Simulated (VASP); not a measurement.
# HfO2 (Fm-3m) in VASP: further runs

The runs below take HfO2 through single point, relaxation of cell and atoms, with LDA.

Program: VASP 6.6.1. These are calculated values, not measurements. Logs are shortened: lines on timing, memory, paths and dates and some standing lists are left out, and cuts for length are marked.

### Step 1. The cell of the first run

Symmetry: Fm-3m, No. 225, cubic system. The conventional cell has a = 4.989 Å, b = 4.989 Å, c = 4.989 Å, α = 90.00°, β = 90.00°, γ = 90.00°. Hf (site symmetry m-3m) has 8 O at 2.16 Å within 2.9 Å. Within 2.9 Å of O (site symmetry -43m) lie 4 Hf at 2.16 Å and 6 O at 2.49 Å.

### Step 2. Single point, LDA

INCAR reads:

```
SYSTEM = HfO2
PREC = Accurate
ENCUT = 520
EDIFF = 1E-7
ISMEAR = 0
SIGMA = 0.01
LREAL = .False.
LASPH = .True.
NELM = 100
ALGO = Normal
ISIF = 2
LWAVE = .False.
LCHARG = .True.
GGA = CA
LELF = .True.
LVHAR = .True.
NBANDS = 18
```

KPOINTS reads:

```
regular mesh
0
Gamma
  8 8 8
  0 0 0
```

POSCAR reads:

```
HfO2
1.0
    0.0000000000      2.4946889373      2.4946889373
    2.4946889373      0.0000000000      2.4946889373
    2.4946889373      2.4946889373      0.0000000000
Hf O
1 2
Direct
    0.0000000000      0.0000000000      0.0000000000
    0.2500000000      0.2500000000      0.2500000000
    0.7500000000      0.7500000000      0.7500000000
```

Potentials or basis: VASP PAW LDA potentials, release 64 (Hf_pv, O).

Command:

```bash
cat potpaw_LDA.64/Hf_pv/POTCAR potpaw_LDA.64/O/POTCAR > POTCAR
mpirun -np 1 vasp_std > vasp.out
```

OUTCAR:

```text
SYSTEM = HfO2
   PREC = Accurate
   ENCUT = 520
   EDIFF = 1E-7
   ISMEAR = 0
   LREAL = .False.
   LASPH = .True.
   NELM = 100
   ISIF = 2
   GGA = CA

 ion  position               nearest neighbor table
   1  0.000  0.000  0.000-   2 2.16   3 2.16   3 2.16   3 2.16   3 2.16   2 2.16   2 2.16   2 2.16

   2  0.250  0.250  0.250-   1 2.16   1 2.16   1 2.16   1 2.16
   3  0.750  0.750  0.750-   1 2.16   1 2.16   1 2.16   1 2.16

  LATTYP: Found a face centered cubic cell.
 ALAT       =     4.9893778746

  Lattice vectors:

 A1 = (   0.0000000000,   2.4946889373,   2.4946889373)
 A2 = (   2.4946889373,   0.0000000000,   2.4946889373)
 A3 = (   2.4946889373,   2.4946889373,   0.0000000000)

Analysis of symmetry for initial positions (statically):
=====================================================================
 Subroutine PRICEL returns:
 Original cell was already a primitive cell.

 Routine SETGRP: Setting up the symmetry group for a
 face centered cubic supercell.

 Subroutine GETGRP returns: Found 48 space group operations
 (whereof 48 operations were pure point group operations)
 out of a pool of 48 trial point group operations.

The static configuration has the point symmetry O_h .

Analysis of symmetry for dynamics (positions and initial velocities):
=====================================================================
 Subroutine PRICEL returns:
 Original cell was already a primitive cell.

 Routine SETGRP: Setting up the symmetry group for a
 face centered cubic supercell.

 Subroutine GETGRP returns: Found 48 space group operations
 (whereof 48 operations were pure point group operations)
 out of a pool of 48 trial point group operations.

The dynamic configuration has the point symmetry O_h .

 Subroutine INISYM returns: Found 48 space group operations
 (whereof 48 operations are pure point group operations),
 and found     1 'primitive' translations

----------------------------------------------------------------------------------------

                                     Primitive cell

  volume of cell :      31.0513

  direct lattice vectors                    reciprocal lattice vectors
     0.000000000  2.494688937  2.494688937    -0.200425790  0.200425790  0.200425790
     2.494688937  0.000000000  2.494688937     0.200425790 -0.200425790  0.200425790
     2.494688937  2.494688937  0.000000000     0.200425790  0.200425790 -0.200425790
[... 79 lines left out ...]
   ICHARG =      2    charge: 1-file 2-atom 10-const
   ISPIN  =      1    spin polarized calculation?
   LNONCOLLINEAR =      F non collinear calculations
   LSORBIT =      F    spin-orbit coupling
   LASPH  =      T    aspherical Exc in radial PAW
   ENCUT  =  520.0 eV  38.22 Ry    6.18 a.u.   6.56  6.56  6.56*2*pi/ulx,y,z
   NELM   =    100;   NELMIN=  2; NELMDL= -5     # of ELM steps
   EDIFF  = 0.1E-06   stopping-criterion for ELM
   LREAL  =      F    real-space projection
   EDIFFG = 0.1E-05   stopping-criterion for IOM
   NSW    =      0    number of steps for IOM
   IBRION =     -1    ionic relax: 0-MD 1-quasi-New 2-CG
   NFREE  =      0    steps in history (QN), initial steepest desc. (CG)
   ISIF   =      2    stress and relaxation
   ISYM   =      2    0-nonsym 1-usesym 2-fastsym
   POTIM  = 0.5000    time-step for ionic-motion
   TEBEG  =    0.0;   TEEND  =   0.0 temperature during run
   PSTRESS=    0.0 pullay stress
   NELECT =      22.0000    total number of electrons
   NUPDOWN=      -1.0000    fix difference up-down
   EMIN   =  10.00;   EMAX   =-10.00  energy-range for DOS
   EFERMI =   0.00;   METHOD = LEGACY
   ISMEAR =     0;   SIGMA  =   0.01  broadening in eV -4-tet -1-fermi 0-gaus
   EFERMI_NEDOS =   21; number of points for ismear=-14 and -15
   IALGO  =     38    algorithm
   IMIX   =      4    mixing-type and parameters
     AMIX     =   0.40;   BMIX     =  1.00
     AMIX_MAG =   1.60;   BMIX_MAG =  1.00
  volume/ion in A,a.u.               =      10.35        69.85
  Fermi-wavevector in a.u.,A,eV,Ry     =   1.459450  2.757961 28.980346  2.129995
  Thomas-Fermi vector in A             =   2.576016
   LORBIT       =      0    0 simple, 1 ext, 2 COOP (PROOUT), +10 PAW based schemes
   GGA     = CA    functional components
   LHFCALC =     F    Hartree Fock is set to
   AEXX    =    0.0000 exact exchange contribution
   IVDW    =     0    specifies the selected vdW correction
   LEPSILON=     F    determine dielectric tensor
   LRPA    =     F    only Hartree local field effects (RPA)
 non-spin polarized calculation
 Gauss-broadening in eV      SIGMA  =   0.01
  energy-cutoff  :      520.00
  volume of cell :       31.05
 maximum number of plane-waves:       869
 NGX is ok and might be reduce to    28
   NGX = 13   NGY = 13   NGZ = 13

 number of electron      22.0000003 magnetization

 Free energy of the ion-electron system (eV)
  ---------------------------------------------------
  ext. energy  EPLUGINS =         0.00000000
  ---------------------------------------------------
  free energy    TOTEN  =       -33.07055860 eV

  energy without entropy =      -33.07055860  energy(sigma->0) =      -33.07055860

 E-fermi :   4.5739     XC(G=0): -12.5656

 val. band max:        4.4839276941   @ k =   0.5000   0.5000   0.0000
 cond. band min:       8.2040951959   @ k =   0.5000   0.5000   0.0000
 fundamental gap:      3.7201675018
 Fermi energy:         4.5738825294

 k-point     1 :       0.0000    0.0000    0.0000
  band No.  band energies     occupation
      1     -24.7983      2.00000
      2     -24.7983      2.00000
      3     -24.7983      2.00000
      4     -14.2993      2.00000
      5     -10.8866      2.00000
      6      -1.2280      2.00000
[... 481 lines left out ...]
      5     -11.8280      2.00000
      6      -0.6605      2.00000
[... 10 lines left out ...]
     17      15.5546      0.00000
     18      17.3349      0.00000

 [... further k-points ...]
[... 5 lines left out ...]
  --------------------------------------------------------------------------------------
  -------------------------------------------------------------------------------------
  Total       -0.2442576     -0.2442576     -0.2442576      0.0000000     -0.0000000      0.0000000
  in kB      -12.6031583    -12.6031583    -12.6031583      0.0000000     -0.0000000      0.0000000
  external PRESSURE =     -12.6031583 kB  Pullay stress =       0.0000000 kB

 VOLUME and BASIS-vectors are now :
 -----------------------------------------------------------------------------
  energy-cutoff  :      520.00
  volume of cell :       31.05
      direct lattice vectors                 reciprocal lattice vectors
     0.000000000  2.494688937  2.494688937    -0.200425790  0.200425790  0.200425790
     2.494688937  0.000000000  2.494688937     0.200425790 -0.200425790  0.200425790
     2.494688937  2.494688937  0.000000000     0.200425790  0.200425790 -0.200425790

 POSITION                                       TOTAL-FORCE (eV/Angst)
 -----------------------------------------------------------------------------------
      0.00000      0.00000      0.00000        -0.000000     -0.000000     -0.000000
      1.24734      1.24734      1.24734        -0.000000      0.000000     -0.000000
      3.74203      3.74203      3.74203         0.000000      0.000000      0.000000
 -----------------------------------------------------------------------------------
    total drift:                                0.000000      0.000000      0.000000

  FREE ENERGIE OF THE ION-ELECTRON SYSTEM (eV)
  ---------------------------------------------------
  free  energy   TOTEN  =       -33.0705585958 eV

  energy  without entropy=      -33.0705585958  energy(sigma->0) =      -33.07055860
```

stdout:

```text
POSCAR found type information on POSCAR HfO
 POSCAR found :  2 types and       3 ions
 scaLAPACK will be used
 LDA part: xc-table for (Slater(with rela. corr.)+CA(PZ))
 , standard interpolation
 POSCAR, INCAR and KPOINTS ok, starting setup
 FFT: planning ... GRIDC
 FFT: planning ... GRID_SOFT
 FFT: planning ... GRID
 WAVECAR not read
 entering main loop
```

Wall time 15 s (1 thread of Intel Xeon Platinum 8259CL at 2.50GHz (Skylake/Cascade Lake), shared host); peak memory 0.15 GiB.

Results:

- Free energy: -33.0706 eV
- Pressure: -1.3 GPa
- Band gap on the k mesh: 3.72 eV, direct

Caveat: spin-orbit coupling is left out, which moves the levels of the heavy elements. A k mesh can miss the band edges.

(Part 1 of 3 ends here.)
